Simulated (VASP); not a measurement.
Wanted: the native input for a VASP 6.6.1 run.

```
Task                   : relaxation of the atoms
Functional             : PBEsol
Potentials or basis    : VASP PAW PBE potentials, release 64 (C)
Cutoff                 : 520 eV
k mesh                 : 9 × 9 × 6
Occupations            : gaussian, width 0.02 eV
Spin                   : no spin polarisation
Dipole correction      : no
Further INCAR settings : ALGO = Normal; EDIFF = 1e-07; IBRION = 2; EDIFFG = -0.002; NSW = 60
```

The structure of C lies in POSCAR:

```
C
1.0
    2.5237147988      0.0000000000      0.0000000000
   -1.2618573994      2.1856011277      0.0000000000
    0.0000000000      0.0000000000      4.1618595741
C
4
Direct
    0.3333333333      0.6666666667     -0.0004581971
    0.6666666667      0.3333333333      0.4995418029
    0.3333333333      0.6666666667      0.3744581971
    0.6666666667      0.3333333333      0.8744581971
```

This cell differs from its parent crystal: strained cell.

One way to write it, as run:

INCAR

```
SYSTEM = C
PREC = Accurate
ENCUT = 520
EDIFF = 1E-7
ISMEAR = 0
SIGMA = 0.02
LREAL = .False.
LASPH = .True.
NELM = 120
ALGO = Normal
ISIF = 2
LWAVE = .False.
LCHARG = .False.
GGA = PS
IBRION = 2
NSW = 60
EDIFFG = -0.002
GGA_COMPAT = .False.
NELMIN = 4
```

KPOINTS

```
regular mesh
0
Gamma
  9 9 6
  0 0 0
```

Potentials or basis: VASP PAW PBE potentials, release 64 (C).

Run with:

```sh
$ cat potpaw_PBE.64/C/POTCAR > POTCAR
$ mpirun -np 1 vasp_std > vasp.out
```

Results of the run:

```yaml
Energy_gained_by_relaxing: 0.0 meV/atom
Ionic_steps: 3
Pressure_after_relaxing: -7.6 GPa
Band_gap_on_the_k_mesh: 3.14 eV (least direct gap 4.78 eV)
```

Caveat: the cell differs from its parent crystal (strained cell); the PAW data sets were made with another functional, which shifts forces and pressure a little.

Wall time 17 s on 1 thread of Intel Xeon 8259CL, with other jobs on the host, peak memory 0.13 GiB.
